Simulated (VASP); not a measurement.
# LiSi8O16 (a cell with a defect) in VASP: single point with PBE

Aim: the single point of LiSi8O16 (a cell with a defect) with PBE.

Program: VASP 6.6.1. These are calculated values, not measurements. Logs are shortened: lines on timing, memory, paths and dates and some standing lists are left out, and cuts for length are marked.

### 1 The cell of the first run

The cell holds a defect, 25 atoms: a = 5.846 Å, b = 5.846 Å, c = 5.303 Å, α = 90.00°, β = 90.00°, γ = 90.00°.

### 2 Single point, PBE

Contents of INCAR:

```
SYSTEM = LiSi8O16
PREC = Accurate
ENCUT = 520
EDIFF = 1E-6
ISMEAR = 0
SIGMA = 0.02
LREAL = Auto
LASPH = .True.
NELM = 100
ALGO = Normal
ISIF = 2
LWAVE = .False.
LCHARG = .False.
GGA = PE
NBANDS = 84
NELECT = 130.0
```

Contents of KPOINTS:

```
Automatic mesh
0
Gamma
  2 2 2
  0 0 0
```

Contents of POSCAR:

```
LiSi8O16
1.0
   -4.1337000000     -4.1337000000      0.0000000000
    4.1337000000     -4.1337000000      0.0000000000
    0.0000000000      0.0000000000      5.3034000000
Si O Li
8 16 1
Direct
    0.4976813750      0.4948616252      0.0047384697
   -0.0025763844      0.5059953553      0.2512503300
    0.5147540944      0.5165861093      0.5047388468
   -0.0025728766      0.5059923313      0.7582262322
    0.0031459709      0.0054997944      0.0047388468
    0.5034026417     -0.0056330890      0.2512503300
   -0.0139285628     -0.0162252945      0.5047388468
    0.5033984082     -0.0056317585      0.7582260437
    0.1946937368      0.5054765706      0.0047396010
    0.0130507778      0.1962587996      0.2633384244
    0.8023631371      0.4844353727      0.0047373383
   -0.0119596245      0.8052303022      0.2484839914
    0.1956426446      0.5303304546      0.5047380925
    0.0130518664      0.1962589206      0.7461375721
    0.8077687060      0.4976721823      0.5047403552
   -0.0119543024      0.8052305441      0.7609950221
    0.6984642088      0.0159272565      0.0047371498
    0.5127883010      0.6951309964      0.2484836143
    0.3061327624     -0.0051164816      0.0047396010
    0.4877757215      0.3041024990      0.2633388015
    0.6930564627      0.0026899630      0.5047403552
    0.5127839466      0.6951309964      0.7609942678
    0.3051828870     -0.0299689140      0.5047373383
    0.4877737862      0.3041032247      0.7461377607
    0.2504110119      0.2501807098      0.5047280990
```

Potentials or basis: VASP PAW PBE potentials, release 64 (Si, O, Li_sv).

On the command line:

```sh
cat potpaw_PBE.64/Si/POTCAR potpaw_PBE.64/O/POTCAR potpaw_PBE.64/Li_sv/POTCAR > POTCAR
mpirun -np 1 vasp_std > vasp.out
```

OUTCAR:

```text
SYSTEM = LiSi8O16
   PREC = Accurate
   ENCUT = 520
   EDIFF = 1E-6
   ISMEAR = 0
   LREAL = Auto
   LASPH = .True.
   NELM = 100
   ISIF = 2
   GGA = PE
   NELECT = 130.0

 ion  position               nearest neighbor table
   1  0.498  0.495  0.005-  22 1.75  18 1.75  24 1.77  20 1.77   9 1.77  11 1.78   3 2.66   3 2.66

   2  0.997  0.506  0.251-  11 1.74  15 1.74   9 1.74  12 1.75  13 1.78  10 1.81  25 2.50   4 2.61
                             4 2.69   7 3.10   3 3.13
   3  0.515  0.517  0.505-  18 1.71  22 1.71  15 1.72  24 1.79  20 1.79  13 1.87  25 2.19   1 2.66
                             1 2.66   6 3.10   8 3.10   2 3.13   4 3.13
   4  0.997  0.506  0.758-  11 1.74  15 1.74   9 1.74  16 1.75  13 1.78  14 1.81  25 2.50   2 2.61
                             2 2.69   7 3.10   3 3.13
   5  0.003  0.005  0.005-  16 1.75  12 1.75  10 1.77  14 1.77  19 1.77  17 1.78   7 2.66   7 2.66

   6  0.503  0.994  0.251-  17 1.74  21 1.74  19 1.74  18 1.75  23 1.78  20 1.81  25 2.50   8 2.61
                             8 2.69   3 3.10   7 3.13
   7  0.986  0.984  0.505-  12 1.71  16 1.71  21 1.72  14 1.79  10 1.79  23 1.87  25 2.19   5 2.66
                             5 2.66   2 3.10   4 3.10   6 3.13   8 3.13
   8  0.503  0.994  0.758-  17 1.74  21 1.74  19 1.74  22 1.75  23 1.78  24 1.81  25 2.50   6 2.61
                             6 2.69   3 3.10   7 3.13
   9  0.195  0.505  0.005-   4 1.74   2 1.74   1 1.77
  10  0.013  0.196  0.263-   5 1.77   7 1.79   2 1.81  25 1.91
  11  0.802  0.484  0.005-   2 1.74   4 1.74   1 1.78
  12  0.988  0.805  0.248-   7 1.71   5 1.75   2 1.75
  13  0.196  0.530  0.505-  25 1.67   4 1.78   2 1.78   3 1.87
  14  0.013  0.196  0.746-   5 1.77   7 1.79   4 1.81  25 1.91
  15  0.808  0.498  0.505-   3 1.72   4 1.74   2 1.74
  16  0.988  0.805  0.761-   7 1.71   5 1.75   4 1.75
  17  0.698  0.016  0.005-   6 1.74   8 1.74   5 1.78
  18  0.513  0.695  0.248-   3 1.71   1 1.75   6 1.75
  19  0.306  0.995  0.005-   8 1.74   6 1.74   5 1.77
  20  0.488  0.304  0.263-   1 1.77   3 1.79   6 1.81  25 1.91
  21  0.693  0.003  0.505-   7 1.72   8 1.74   6 1.74
  22  0.513  0.695  0.761-   3 1.71   1 1.75   8 1.75
  23  0.305  0.970  0.505-  25 1.67   8 1.78   6 1.78   7 1.87
  24  0.488  0.304  0.746-   1 1.77   3 1.79   8 1.81  25 1.91
  25  0.250  0.250  0.505-  13 1.67  23 1.67  10 1.91  20 1.91  14 1.91  24 1.91   7 2.19   3 2.19
                             2 2.50   6 2.50   4 2.50   8 2.50

  LATTYP: Found a simple tetragonal cell.
 ALAT       =     5.8459346028
 C/A-ratio  =     0.9071945481

  Lattice vectors:

 A1 = (  -4.1337000000,  -4.1337000000,   0.0000000000)
 A2 = (   4.1337000000,  -4.1337000000,   0.0000000000)
 A3 = (   0.0000000000,   0.0000000000,   5.3034000000)

Analysis of symmetry for initial positions (statically):
=====================================================================
 Subroutine PRICEL returns:
 Original cell was already a primitive cell.

 Routine SETGRP: Setting up the symmetry group for a
 simple tetragonal supercell.

 Subroutine GETGRP returns: Found  2 space group operations
 (whereof  1 operations were pure point group operations)
 out of a pool of 16 trial point group operations.

The static configuration has the point symmetry C_1 .
 The point group associated with its full space group is C_2 .

Analysis of symmetry for dynamics (positions and initial velocities):
=====================================================================
 Subroutine PRICEL returns:
 Original cell was already a primitive cell.

 Routine SETGRP: Setting up the symmetry group for a
 simple tetragonal supercell.

 Subroutine GETGRP returns: Found  2 space group operations
 (whereof  1 operations were pure point group operations)
 out of a pool of 16 trial point group operations.

The dynamic configuration has the point symmetry C_1 .
 The point group associated with its full space group is C_2 .

 Subroutine INISYM returns: Found  2 space group operations
 (whereof  1 operations are pure point group operations),
 and found     1 'primitive' translations

----------------------------------------------------------------------------------------

                                     Primitive cell

  volume of cell :     181.2434

  direct lattice vectors                    reciprocal lattice vectors
    -4.133700000 -4.133700000  0.000000000    -0.120957012 -0.120957012  0.000000000
     4.133700000 -4.133700000  0.000000000     0.120957012 -0.120957012  0.000000000
[... 62 lines left out ...]
 KPOINTS: Automatic mesh

Automatic generation of k-mesh.
 Grid dimensions read from file:
 generate k-points for:    2    2    2

 Generating k-lattice:

  Cartesian coordinates                     Fractional coordinates (reciprocal lattice)
    -0.060478506 -0.060478506  0.000000000     0.500000000  0.000000000  0.000000000
     0.060478506 -0.060478506  0.000000000     0.000000000  0.500000000  0.000000000
     0.000000000  0.000000000  0.094279142     0.000000000  0.000000000  0.500000000

  Length of vectors
     0.085529523  0.085529523  0.094279142

  Shift w.r.t. Gamma in fractional coordinates (k-lattice)
     0.000000000  0.000000000  0.000000000

 Subroutine IBZKPT returns following result:
 ===========================================

 Found      8 irreducible k-points:

 Following reciprocal coordinates:
            Coordinates               Weight
  0.000000  0.000000  0.000000      1.000000
  0.500000  0.000000  0.000000      1.000000
  0.000000  0.500000  0.000000      1.000000
  0.500000  0.500000  0.000000      1.000000
  0.000000  0.000000  0.500000      1.000000
  0.500000  0.000000  0.500000      1.000000
  0.000000  0.500000  0.500000      1.000000
  0.500000  0.500000  0.500000      1.000000
   k-points           NKPTS =      8   k-points in BZ     NKDIM =      8   number of bands    NBANDS=     84
   number of dos      NEDOS =    301   number of ions     NIONS =     25
   total plane-waves  NPLWV =  92160
   dimension x,y,z NGX =    48 NGY =   48 NGZ =   40
   dimension x,y,z NGXF=    96 NGYF=   96 NGZF=   80
   ions per type =               8  16   1
   NGX,Y,Z   is equivalent  to a cutoff of  13.65, 13.65, 12.54 a.u.
   NGXF,Y,Z  is equivalent  to a cutoff of  27.30, 27.30, 25.08 a.u.
 SYSTEM =  LiSi8O16
   PREC   = accura    normal or accurate (medium, high low for compatibility)
   ISTART =      0    job   : 0-new  1-cont  2-samecut
   ICHARG =      2    charge: 1-file 2-atom 10-const
   ISPIN  =      1    spin polarized calculation?
   LNONCOLLINEAR =      F non collinear calculations
   LSORBIT =      F    spin-orbit coupling
   LASPH  =      T    aspherical Exc in radial PAW
   ENCUT  =  520.0 eV  38.22 Ry    6.18 a.u.  10.87 10.87  9.86*2*pi/ulx,y,z
   NELM   =    100;   NELMIN=  2; NELMDL= -5     # of ELM steps
   EDIFF  = 0.1E-05   stopping-criterion for ELM
   LREAL  =      T    real-space projection
   EDIFFG = 0.1E-04   stopping-criterion for IOM
   NSW    =      0    number of steps for IOM
   IBRION =     -1    ionic relax: 0-MD 1-quasi-New 2-CG
   NFREE  =      0    steps in history (QN), initial steepest desc. (CG)
   ISIF   =      2    stress and relaxation
   ISYM   =      2    0-nonsym 1-usesym 2-fastsym
   POTIM  = 0.5000    time-step for ionic-motion
   TEBEG  =    0.0;   TEEND  =   0.0 temperature during run
   PSTRESS=    0.0 pullay stress
   NELECT =     130.0000    total number of electrons
   NUPDOWN=      -1.0000    fix difference up-down
   EMIN   =  10.00;   EMAX   =-10.00  energy-range for DOS
   EFERMI =   0.00;   METHOD = LEGACY
   ISMEAR =     0;   SIGMA  =   0.02  broadening in eV -4-tet -1-fermi 0-gaus
   EFERMI_NEDOS =   21; number of points for ismear=-14 and -15
   IALGO  =     38    algorithm
   IMIX   =      4    mixing-type and parameters
     AMIX     =   0.40;   BMIX     =  1.00
     AMIX_MAG =   1.60;   BMIX_MAG =  1.00
  volume/ion in A,a.u.               =       7.25        48.92
  Fermi-wavevector in a.u.,A,eV,Ry     =   1.465442  2.769283 29.218771  2.147519
  Thomas-Fermi vector in A             =   2.581298
   LORBIT       =      0    0 simple, 1 ext, 2 COOP (PROOUT), +10 PAW based schemes
   GGA     = PE    functional components
   LHFCALC =     F    Hartree Fock is set to
   AEXX    =    0.0000 exact exchange contribution
   IVDW    =     0    specifies the selected vdW correction
   LEPSILON=     F    determine dielectric tensor
   LRPA    =     F    only Hartree local field effects (RPA)
 non-spin polarized calculation
 Gauss-broadening in eV      SIGMA  =   0.02
  energy-cutoff  :      520.00
  volume of cell :      181.24
 maximum number of plane-waves:      4912
 NGX is ok and might be reduce to    48
   NGX = 21   NGY = 21   NGZ = 19

 number of electron     130.0000011 magnetization

 Free energy of the ion-electron system (eV)
  ---------------------------------------------------
  ext. energy  EPLUGINS =         0.00000000
  ---------------------------------------------------
  free energy    TOTEN  =      -196.25795851 eV

  energy without entropy =     -196.25795851  energy(sigma->0) =     -196.25795851

 E-fermi :   8.8276     XC(G=0): -12.4976

 val. band max:        8.7394099719   @ k =   0.0000   0.0000   0.0000
 cond. band min:      14.8654076655   @ k =   0.0000   0.0000   0.0000
 fundamental gap:      6.1259976936
 Fermi energy:         8.8276042339

 k-point     1 :       0.0000    0.0000    0.0000
  band No.  band energies     occupation
      1     -34.7507      2.00000
      2     -13.9235      2.00000
      3     -12.1378      2.00000
      4     -12.1131      2.00000
      5     -11.1990      2.00000
      6     -11.1798      2.00000
[... 629 lines left out ...]
     76      19.4696      0.00000
     77      19.5171      0.00000
 [bands above 77 left out]

------------------------ aborting loop because EDIFF is reached ----------------------------------------

  FORCE on cell =-STRESS in cart. coord.  units (eV):
  Direction    XX          YY          ZZ          XY          YZ          ZX
  --------------------------------------------------------------------------------------
  -------------------------------------------------------------------------------------
  Total       22.5465576     13.8234774     13.8637819     -2.9209738      0.0000000      0.0000000
  in kB      199.3097465    122.1984225    122.5547108    -25.8211725      0.0000000      0.0000000
  external PRESSURE =     148.0209599 kB  Pullay stress =       0.0000000 kB

 VOLUME and BASIS-vectors are now :
 -----------------------------------------------------------------------------
  energy-cutoff  :      520.00
  volume of cell :      181.24
      direct lattice vectors                 reciprocal lattice vectors
    -4.133700000 -4.133700000  0.000000000    -0.120957012 -0.120957012  0.000000000
     4.133700000 -4.133700000  0.000000000     0.120957012 -0.120957012  0.000000000
     0.000000000  0.000000000  5.303400000     0.000000000  0.000000000  0.188558283

 POSITION                                       TOTAL-FORCE (eV/Angst)
 -----------------------------------------------------------------------------------
     -0.01166     -4.10287      0.02513        -0.002411     -0.007144      0.000739
     -2.03142     -6.21468      1.33248         0.011356     -0.001643      0.002629
      0.00757     -4.26325      2.67683         0.002790     -0.012829      0.000682
     -2.03144     -6.21468      4.02118         0.011025     -0.000499     -0.002994
      0.00973     -0.03574      0.02513         0.002411      0.007144      0.000739
      2.02950     -6.19133      1.33248        -0.011356      0.001643      0.002629
[... 17 lines left out ...]
     -0.75924     -3.27338      3.95707        -0.009277      0.006884      0.006132
     -0.00095     -2.06930      2.67678         0.000000      0.000000     -0.001864
 -----------------------------------------------------------------------------------
    total drift:                                0.177385      0.190453      0.021958

  FREE ENERGIE OF THE ION-ELECTRON SYSTEM (eV)
  ---------------------------------------------------
  free  energy   TOTEN  =      -196.2579585090 eV

  energy  without entropy=     -196.2579585090  energy(sigma->0) =     -196.25795851
```

Run time: 3.9 min. Hardware: 1 thread of Intel Xeon Platinum 8124M at 3.00GHz (Skylake/Cascade Lake), shared host; peak memory 0.32 GiB.

Results:

- Free energy: -196.2580 eV
- Largest force: 0.083 eV/Å

Forces in eV/Å, atoms in the order of the input:
```
Si  -0.002 -0.007  0.001
Si   0.011 -0.002  0.003
Si   0.003 -0.013  0.001
Si   0.011  0.000 -0.003
Si   0.002  0.007  0.001
Si  -0.011  0.002  0.003
Si  -0.003  0.013  0.001
Si  -0.011  0.000 -0.003
O   -0.019 -0.011  0.000
O    0.006 -0.007 -0.005
O    0.013  0.014  0.002
O   -0.011  0.007 -0.007
O    0.063 -0.054  0.001
O    0.009 -0.007  0.006
O   -0.003 -0.002 -0.003
O   -0.010  0.007  0.007
O   -0.013 -0.014  0.002
O    0.011 -0.007 -0.007
O    0.019  0.011  0.000
O   -0.006  0.007 -0.005
O    0.003  0.002 -0.003
O    0.010 -0.007  0.007
O   -0.063  0.054  0.001
O   -0.009  0.007  0.006
Li   0.000  0.000 -0.002
```

Caveat: the k points lie up to 0.59 Å⁻¹ apart; the cell carries a net charge on a neutralising background, which shifts energy and pressure; the cell is charged against a uniform background, so pressure and absolute levels hang on convention; the cutoff is under 1.25 times the usual one of these potentials, so pressure, stress and relaxed cells hold a basis-set (Pulay) error.
